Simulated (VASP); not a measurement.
## Sb: single point with r2SCAN

Sb:

```
Sb
1.0
     3.10145    0.00000    0.00000
     0.00000    4.31834    0.00000
    -0.03865    0.00000    4.37628
Sb
2
Direct
  0.01139 0.25000 0.24117
  0.98861 0.75000 0.75883
```

* Program: VASP 6.6.1
* Task: single point
* Functional: r2SCAN
* Potentials or basis: VASP PAW PBE potentials, release 64 (Sb)
* Cutoff: 520 eV
* k mesh: 9 × 6 × 6
* Occupations: fermi-dirac, width 0.05 eV
* Spin: no spin polarisation
* Dipole correction: no
* Further INCAR settings: ALGO = Normal; EDIFF = 1e-06; NBANDS = 12

The pressure is 0.4 GPa and the largest force is 0.071 eV/Å. The band gap on the k mesh is zero (band 5 reaches 12.81 eV, above the bottom of band 6 at 3.76 eV).

Forces in eV/Å, atoms in the order of the input:
```
Sb  -0.043  0.000  0.056
Sb   0.043  0.000 -0.056
```

Stress tensor (GPa, compression positive):
```
0.59 0.00 0.12
0.00 0.23 0.00
0.12 0.00 0.35
```

Levels at points of the mesh, in eV from the Fermi level:
```csv
k point,band 2,band 3,band 4,band 5,band 6,band 7,band 8,band 9
"(0.00, 0.00, 0.00)",-7.70,-4.09,-3.95,2.18,3.14,3.38,3.54,6.92
"(0.00, 0.50, 0.00)",-11.36,-1.76,-1.76,-0.99,-0.99,4.98,4.98,8.55
"(0.00, 0.00, 0.50)",-11.16,-1.88,-1.31,-1.00,-0.86,4.75,5.17,8.22
"(0.00, 0.50, 0.50)",-10.62,-6.16,-6.16,5.36,5.36,5.64,5.64,9.20
```

It took 3.7 min on 1 thread of Intel Xeon 8259CL, on a shared host, peak memory 0.21 GiB.

Caveat: the PAW data sets were made with another functional, which shifts forces and pressure a little; spin-orbit coupling is left out, which moves the levels of the heavy elements.
